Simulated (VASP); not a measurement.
Write the native input for VASP 6.6.1 that does the following.

| Item | Value |
| --- | --- |
| Task | relaxation of cell and atoms |
| Functional | PBE |
| Potentials or basis | VASP PAW PBE potentials, release 64 (Al, O) |
| Cutoff | 600 eV |
| k mesh | 4 × 4 × 3 |
| Occupations | gaussian, width 0.1 eV |
| Spin | no spin polarisation |
| Dipole correction | no |
| Further INCAR settings | LREAL = Auto; ALGO = Normal; EDIFF = 1e-07; ISYM = 0; IBRION = 2; EDIFFG = -0.04; NSW = 45; ISIF = 3 |

The structure of Al8O11 lies in POSCAR:

```
Al8O11
1.0
   -2.3744801496     -4.1554312623      0.0126046988
    2.4104877843     -1.3926923594     -4.3692715387
    4.7853656647     -2.8045465677      4.3557798808
Al O
8 11
Direct
    0.4984641625      0.7960030074      0.8514772361
    0.0056149849      0.2947656614      0.3540460838
    0.4959486377      0.2047507488      0.6480740366
    0.0040293212      0.7093216102      0.1483547685
    0.5214697157      0.2139267467      0.1411113244
    0.9993936233      0.6997621630      0.6476621617
    0.4992653780      0.7990193215      0.3496748764
    0.9870294982      0.2944207537      0.8663573404
    0.3438070159      0.1514972119      0.9029377159
    0.8457848842      0.6497432257      0.3988483653
    0.3450954837      0.8466615491      0.5951051863
    0.3051612963      0.4995206660      0.2462576002
    0.8035473624      0.9977726528      0.7483505496
    0.6552953392      0.8428979726      0.0952365673
    0.1521742720      0.3484955902      0.5969141313
    0.1503956408      0.6527282292      0.9034907423
    0.6556717571      0.1530376848      0.4012758293
    0.6903426660      0.4994870275      0.7498650950
    0.1954704974      0.0018988823      0.2486010583
```

These files were run (other wordings do the same):

INCAR

```
ALGO = Normal
EDIFF = 1E-7
EDIFFG = -0.04
ENCUT = 600
GGA = PE
IBRION = 2
ISIF = 3
ISMEAR = 0
ISYM = 0
LASPH = True
LCHARG = False
LREAL = Auto
LWAVE = False
NELM = 60
NSW = 45
PREC = Accurate
SIGMA = 0.1
```

KPOINTS

```
k-points
0
Gamma
  4 4 3
```

Potentials or basis: VASP PAW PBE potentials, release 64 (Al, O).

The run is started by

```sh
$ cat potpaw_PBE.64/Al/POTCAR potpaw_PBE.64/O/POTCAR > POTCAR
$ mpirun -np 1 vasp_std > vasp.out
```

It gave:

```json
{"Pressure after relaxing": "-0.5 GPa", "Largest force after relaxing": "0.009 eV/Å", "Band gap on the k mesh": "3.60 eV, indirect (least direct gap 3.87 eV)"}
```

Caveat: the relaxation stopped at its first step, so nothing moved.

It took 3.9 min on 1 thread of Intel(R) Xeon(R) 6975P-C (Granite Rapids) (shared host), peak memory 0.38 GiB.
